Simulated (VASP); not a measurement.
Ir:

```
Ir
1.0
     0.00000    2.67314    2.67314
     2.67314    0.00000    2.67314
     2.67314    2.67314    0.00000
Ir
2
Direct
  0.12500 0.12500 0.12500
  0.87500 0.87500 0.87500
```

```yaml
Program: VASP 6.6.1
Task: relaxation of cell and atoms
Functional: PBEsol
Potentials_or_basis: VASP PAW PBE potentials, release 64 (Ir)
Cutoff: 600 eV
k_mesh: 10 × 10 × 10
Occupations: fermi-dirac, width 0.1 eV
Spin: no spin polarisation
```

At the start: pressure 21.9 GPa; volume 19.10 Å³/atom.

Where does the relaxation end?

Over 17 steps the energy falls by 110.9 meV/atom and the volume is 20.86 Å³/atom (+9.2 %); space group Fd-3m (No. 227, to 0.05 Å).

The path:
```
step  energy change (eV)  largest force (eV/Å)  pressure (GPa)  volume (Å³)
   1              0.0000                0.0000           21.95        38.20
   2              1.2390                0.0000          -27.66        54.57
   3             -0.2192                0.0000           -1.96        42.14
   4             -0.2217                0.0000           -0.25        41.78
   5             -0.2218                0.0000            0.10        41.71
   6             -0.2218                0.0000            0.10        41.71
   7             -0.2218                0.0000            0.10        41.71
   8             -0.2218                0.0000            0.09        41.71
   9             -0.2218                0.0000            0.09        41.71
  10             -0.2218                0.0000            0.09        41.71
  11             -0.2218                0.0000            0.09        41.71
  12             -0.2218                0.0000            0.09        41.71
  13             -0.2218                0.0000            0.09        41.71
  14             -0.2218                0.0000            0.09        41.71
  15             -0.2218                0.0000            0.09        41.71
  16             -0.2218                0.0000            0.08        41.71
  17             -0.2218                0.0000            0.07        41.71
```

Final structure:
```
CELL_PARAMETERS angstrom
0.00000 2.75260 2.75260
2.75260 0.00000 2.75260
2.75260 2.75260 0.00000
ATOMIC_POSITIONS crystal
Ir 0.12500 0.12500 0.12500
Ir 0.87500 0.87500 0.87500
```

Caveat: the PAW data sets were made with another functional, which shifts forces and pressure a little.
